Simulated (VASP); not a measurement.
## Mn: single point with PBEsol

Crystal: Mn.

```
Mn
1.0
     2.61010    0.00000    0.00000
    -1.30505    2.26042    0.00000
     0.00000    0.00000    4.26271
Mn
2
Direct
  0.33333 0.66667 0.25000
  0.66667 0.33333 0.75000
```

- Program: VASP 6.6.1
- Task: single point
- Functional: PBEsol
- Potentials or basis: VASP PAW PBE potentials, release 64 (Mn_pv)
- Cutoff: 500 eV
- k mesh: 6 × 6 × 4
- Occupations: gaussian, width 0.1 eV
- Spin: collinear spin, ferromagnetic start
- Starting moments: [4.0, 4.0] μB
- Dipole correction: no
- Further INCAR settings: ALGO = Normal; EDIFF = 1e-06; NBANDS = 24

* Pressure: -39.3 GPa
* Band gap on the k mesh: zero (filled and empty bands overlap)
* Net moment: 0.00 μB per cell
* Valence electrons inside the program's atomic spheres: Mn 11.71

Stress tensor (GPa, compression positive):
```
-38.77   0.00   0.00
  0.00 -38.77   0.00
  0.00   0.00 -40.33
```

Levels at points of the mesh, in eV from the Fermi level:
Spin up:
```tsv
k point	band 10	band 11	band 12	band 13	band 14	band 15	band 16	band 17
(0.00, 0.00, 0.00)	-0.71	-0.71	-0.36	-0.36	0.08	0.08	0.50	1.29
(0.50, 0.00, 0.00)	-1.16	-0.87	-0.78	-0.36	1.50	1.54	1.66	2.95
(0.00, 0.00, 0.50)	-1.27	-0.77	-0.77	-0.77	-0.77	0.95	0.95	0.95
(0.50, 0.00, 0.50)	-2.11	0.18	0.18	0.70	0.70	1.59	1.59	2.65
```
Spin down:
```
           k point  band 9  band 10  band 11  band 12  band 13  band 14  band 15  band 16  band 17  band 18
(0.00, 0.00, 0.00)   -0.81    -0.71    -0.71    -0.36    -0.36     0.08     0.08     0.50     1.29     1.29
(0.50, 0.00, 0.00)   -2.94    -1.16    -0.87    -0.78    -0.36     1.49     1.54     1.66     2.94     4.71
(0.00, 0.00, 0.50)   -1.27    -1.27    -0.77    -0.77    -0.77    -0.77     0.95     0.95     0.95     0.95
(0.50, 0.00, 0.50)   -2.11    -2.11     0.18     0.18     0.69     0.69     1.59     1.59     2.65     2.65
```

It took 2.1 min on 1 thread of AMD EPYC 7R13, with other jobs on the host, peak memory 0.12 GiB.

Caveat: the k points lie up to 0.46 Å⁻¹ apart; the starting moments collapsed, and a magnetic state may lie lower; the PAW data sets were made with another functional, which shifts forces and pressure a little.
